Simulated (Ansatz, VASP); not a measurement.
# WS2 in VASP and in Ansatz

```xyz
6
Lattice="3.1595 0.0000 0.0000 -1.5798 2.7362 0.0000 0.0000 0.0000 23.8043" Properties=species:S:1:pos:R:3 pbc="T T T"
S     0.0000    1.8242    4.5000
S     0.0000    1.8242    7.6521
S     0.7899    2.2802   11.2921
S     0.7899    2.2802   14.4443
W     1.5798    0.9121    6.0761
W    -0.7899    3.1923   12.8682
```

Alike in both runs: task single point; functional PBE; dispersion D3(BJ); k mesh 9 × 9 × 1; occupations gaussian, width 0.05 eV; no spin polarisation.

|  | VASP | Ansatz |
| --- | --- | --- |
| version | VASP 6.6.1 | Ansatz 0.2.0 |
| potentials or method | VASP PAW PBE potentials, release 64 (S, W_sv), cutoff 520 eV | scalar-relativistic, plane waves, PAW |
| valence electrons in the cell | 52 | 52 |

```tsv
	VASP	Ansatz	Ansatz less VASP
gap on the k mesh at the Fermi level (eV)	1.81	1.79	-0.014
least direct gap on the mesh (eV)	1.92	1.92	-0.003
rms of the force components (eV/Å)	0.020	0.020	-0.0004
```

Spin-orbit coupling is off throughout.
